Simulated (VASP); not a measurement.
Input of a VASP 6.6.1 run:

File INCAR:

```
ALGO = Normal
EDIFF = 1E-6
ENCUT = 500
GGA = PE
GGA_COMPAT = F
ISIF = 2
ISMEAR = 0
LASPH = T
LCHARG = T
LELF = T
LREAL = F
LVHAR = T
LWAVE = F
NBANDS = 28
NELM = 120
PREC = Accurate
SIGMA = 0.2
```

The input KPOINTS:

```
k-points
0
Gamma
  5 5 4
```

File POSCAR:

```
SnGe2
1.0
    3.7503154067      0.0000000000      0.0000000000
    0.0000000000      3.7503154067      0.0000000000
    0.0000000000      0.0000000000      5.3637151921
Sn Ge
1 2
Direct
    0.5000000000      0.5000000000     -0.1117444748
    0.0000000000      0.0000000000      0.1495721251
    0.0000000000      0.0000000000      0.6269057197
```

Potentials or basis: VASP PAW PBE potentials, release 64 (Sn_d, Ge_d).

Run with:

```sh
$ cat potpaw_PBE.64/Sn_d/POTCAR potpaw_PBE.64/Ge_d/POTCAR > POTCAR
$ mpirun -np 1 vasp_std > vasp.out
```

What does it give for the band gap on the k mesh?

Zero (bands 21 and 22 overlap by 2.83 eV).

Estimate the largest force.

0.035 eV/Å.

Stress tensor (GPa, compression positive):
```
0.13 0.00 0.00
0.00 0.13 0.00
0.00 0.00 0.69
```

Caveat: spin-orbit coupling is left out, which moves the levels of the heavy elements.
